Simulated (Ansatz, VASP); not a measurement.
**LaYN2 in VASP and in Ansatz**

File INCAR:

```
SYSTEM = LaYN2
PREC = Accurate
ENCUT = 600
EDIFF = 1E-6
ISMEAR = 0
SIGMA = 0.1
LREAL = .FALSE.
LASPH = .TRUE.
NELM = 60
ALGO = Normal
ISIF = 3
LWAVE = .FALSE.
LCHARG = .FALSE.
GGA = PE
IBRION = 2
NSW = 90
EDIFFG = -0.04
```

The input KPOINTS:

```
Automatic mesh
0
G
  6 6 4
  0 0 0
```

File POSCAR:

```
LaYN2
1.0
    4.1572922400      0.0000000000      0.0000000000
   -2.0786461200      3.6003206900      0.0000000000
    0.0000000000      0.0000000000      5.6483761500
La Y N
1 1 2
Direct
    0.0000000000      0.0000000000      0.7649802200
    0.0000000000      0.0000000000      0.2087841800
    0.3333333300      0.6666666700      0.8929259500
    0.6666666700      0.3333333300      0.8929259500
```

Input for Ansatz:

```yaml
crystal:
  lattice:
    - [4.15729224, 0.0, 0.0]
    - [-2.07864612, 3.60032069, 0.0]
    - [0.0, 0.0, 5.64837615]
  atoms:
    - { symbol: La, position: [0.0, 0.0, 0.76498022] }
    - { symbol: "Y", position: [0.0, 0.0, 0.20878418] }
    - { symbol: "N", position: [0.33333333, 0.66666667, 0.89292595] }
    - { symbol: "N", position: [0.66666667, 0.33333333, 0.89292595] }
basis:
  ecutwfc: 420
kpoints:
  mp_grid: { grid: [6, 6, 4] }
hamiltonian:
  xc: pbe
scf:
  occupations: { method: gaussian, width: 0.1 }
  lower_state_search: "off"
output:
  forces: true
  stress: true
  eigenvalues: true
relax:
  adjacent_minimum: "off"
  f_tol: 0.04
  max_steps: 70
  cell: { stress_tol: 0.4 }
```

Alike in both runs: task relaxation of cell and atoms; functional PBE; k mesh 6 × 6 × 4; occupations gaussian, width 0.1 eV; no spin polarisation.

|  | VASP | Ansatz |
| --- | --- | --- |
| version | VASP 6.6.1 | Ansatz 0.2.0 |
| potentials or method | VASP PAW PBE potentials, release 64 (La, Y_sv, N), cutoff 600 eV | scalar-relativistic, plane waves, PAW |
| valence electrons in the cell | 32 | 32 |

|  | VASP | Ansatz | Ansatz less VASP |
| --- | --- | --- | --- |
| gap on the k mesh at the Fermi level, each at its own relaxed structure (eV) | none | none | - |
| relaxed volume (Å³/atom) | 19.52 | 19.61 | +0.088 |
| relaxed length of the cell vector where the two differ most in proportion (Å) | 3.696 | 3.703 | +0.0062 |

A gap of «none» marks a metal or a gap that the smearing closes.

Spin-orbit coupling is off throughout.
